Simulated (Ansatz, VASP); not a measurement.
**TiHg3Sb2 in VASP and in Ansatz**

```xyz
6
Lattice="4.2057 0.0000 0.0000 -2.1028 3.6422 0.0000 0.0000 0.0000 10.2499" Properties=species:S:1:pos:R:3 pbc="T T T"
Ti    0.0000    0.0000    0.0000
Hg    0.0000    0.0000    5.1249
Hg    0.0000    2.4281    1.5554
Hg    2.1028    1.2141    8.6945
Sb    0.0000    2.4281    6.9104
Sb    2.1028    1.2141    3.3395
```

Change from the starting cell: species swapped into the Sn3Te2Se type (P-3m1, No. 164).

Alike in both runs: task single point; functional PBE; k mesh 6 × 6 × 2; occupations gaussian, width 0.1 eV; no spin polarisation.

|  | VASP | Ansatz |
| --- | --- | --- |
| version | VASP 6.6.1 | Ansatz 0.2.0 |
| potentials or method | VASP PAW PBE potentials, release 64 (Ti_sv, Hg, Sb), cutoff 520 eV | scalar-relativistic, plane waves, PAW |
| valence electrons in the cell | 58 | 102 |

Ansatz gave:

```
gap on the k mesh at the Fermi level (eV)                     : none
pressure (GPa)                                                : -1.6
traceless stress, the component that is largest in VASP (GPa) : -1.41
rms of the force components (eV/Å)                            : 0.254
```

Which values does VASP return?

gap on the k mesh at the Fermi level (eV): none; pressure (GPa): -1.5; traceless stress, the component that is largest in VASP (GPa): -1.39; rms of the force components (eV/Å): 0.255.

Atom by atom the forces differ by 0.002 eV/Å (rms over components). A gap of «none» marks a metal or a gap that the smearing closes. VASP's potentials hold 58 valence electrons a cell and Ansatz's 102, so a difference there can come from the potentials and not from the codes.

Neither program's run includes spin-orbit coupling.
